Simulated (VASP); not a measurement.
Here is a VASP 6.6.1 calculation.

The input INCAR:

```
SYSTEM = Ir
ALGO     = Fast           ! electronic algorithm
EDIFF    = 1E-6           ! SCF threshold, eV
ENCUT    = 520            ! plane-wave cutoff, eV
GGA      = CA             ! functional
ISIF     = 2              ! what is computed and relaxed
ISMEAR   = 0              ! smearing method
LASPH    = .True.         ! aspherical terms in the spheres
LCHARG   = .False.        ! write CHGCAR
LREAL    = .False.        ! projectors in reciprocal space
LWAVE    = .False.        ! write WAVECAR
NBANDS   = 10             ! bands
NELM     = 100            ! most SCF steps
PREC     = Accurate       ! precision mode
SIGMA    = 0.1            ! smearing width, eV
```

KPOINTS

```
k-points
0
Gamma
  48 48 48
  0 0 0
```

POSCAR

```
Ir
1.0
    0.0000000000      1.8449398897      1.8449398897
    1.8449398897      0.0000000000      1.8449398897
    1.8449398897      1.8449398897      0.0000000000
Ir
1
Direct
    0.0000000000      0.0000000000      0.0000000000
```

Potentials or basis: VASP PAW LDA potentials, release 64 (Ir).

Command:

```sh
$ cat potpaw_LDA.64/Ir/POTCAR > POTCAR
$ mpirun -np 1 vasp_std > vasp.out
```

Q: What does it give for the pressure?

A: 54.0 GPa.
